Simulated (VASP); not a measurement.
Here is a VASP 6.6.1 calculation.

POSCAR

```
Tc
1.0
    2.7400000000      0.0000000000      0.0000000000
   -1.3700000000      2.3729096064      0.0000000000
    0.0000000000      0.0000000000      4.3980000000
Tc
2
Direct
    0.3333333333      0.6666666667      0.2500000000
    0.6666666667      0.3333333333      0.7500000000
```

The input INCAR.step1:

```
SYSTEM = Tc
  PREC = Accurate
  ENCUT = 520
  ISMEAR = 0
  SIGMA = 0.05
  LREAL = .False.
  LASPH = .True.
  NELM = 60
  NBANDS = 20
  GGA = PE
  ALGO = Normal
  EDIFF = 1E-4
  LWAVE = .True.
  LCHARG = .False.
```

Contents of INCAR.step2:

```
SYSTEM = Tc
  PREC = Accurate
  ENCUT = 520
  EDIFF = 1E-8
  ISMEAR = 0
  SIGMA = 0.05
  LREAL = .False.
  LASPH = .True.
  NELM = 60
  ALGO = Normal
  ISIF = 2
  LWAVE = .False.
  LCHARG = .False.
  METAGGA = R2SCAN
  LMIXTAU = .True.
  LEFG = .True.
  NBANDS = 20
  ISTART = 1
```

Contents of KPOINTS:

```
Automatic mesh
0
Gamma
  18 18 10
  0 0 0
```

Potentials or basis: VASP PAW PBE potentials, release 64 (Tc_pv).

The run is started by

```bash
$ cat potpaw_PBE.64/Tc_pv/POTCAR > POTCAR
$ cp INCAR.step1 INCAR
$ mpirun -np 1 vasp_std > vasp.out
$ cp INCAR.step2 INCAR
$ mpirun -np 1 vasp_std > vasp.out
```

Problem. Predict the band gap on the k mesh.

Solution. Zero (bands 13 and 14 overlap by 3.55 eV).

Problem. Predict the pressure.

Solution. -1.7 GPa.

Electric field gradients, principal values (V/Å²):
| atom | least | middle | greatest (by size) |
| --- | --- | --- | --- |
| 1 Tc | 8.225 | 8.228 | -16.453 |
| 2 Tc | 8.225 | 8.228 | -16.453 |

Caveat: without QUAD_EFG the Cq values of the log hold for a quadrupole moment of 1 mb, not for the nuclei; the PAW data sets were made with another functional, which shifts forces and pressure a little.
